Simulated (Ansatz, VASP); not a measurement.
# One calculation of Al2Cu, two programs

```
Al Cu
1.0
    -1.87767    1.87767    2.96751
     1.87767   -1.87767    2.96751
     2.03805    2.03805   -2.96751
Al Cu
2 1
Cartesian
  0.0802 1.9579 1.4838
  1.9579 0.0802 1.4838
  0.0000 0.0000 2.9675
```

Change from the starting cell: strain +e along x and -e along y -0.0400, strain +e along z and -e/2 along x and y +0.0467.

Alike in both runs: task single point; functional LDA; k mesh 14 × 14 × 14; occupations gaussian, width 0.15 eV; no spin polarisation.

|  | VASP | Ansatz |
| --- | --- | --- |
| version | VASP 6.6.1 | Ansatz 0.2.0 |
| potentials or method | VASP PAW LDA potentials, release 64 (Al, Cu), cutoff 520 eV | scalar-relativistic, plane waves, PAW |
| valence electrons in the cell | 17 | 25 |

|  | VASP | Ansatz | Ansatz less VASP |
| --- | --- | --- | --- |
| gap on the k mesh at the Fermi level (eV) | none | none | - |
| pressure (GPa) | 1.6 | 1.1 | -0.54 |
| traceless stress, the component that is largest in VASP (GPa) | -5.69 | -5.73 | -0.040 |

Ansatz warns that its potentials were made for another functional, while VASP's fit it. LDA's correlation is that of Perdew and Zunger in VASP and of Perdew and Wang (1992) in Ansatz. A gap of «none» marks a metal or a gap that the smearing closes. VASP's potentials hold 17 valence electrons a cell and Ansatz's 25, so a difference there can come from the potentials and not from the codes.
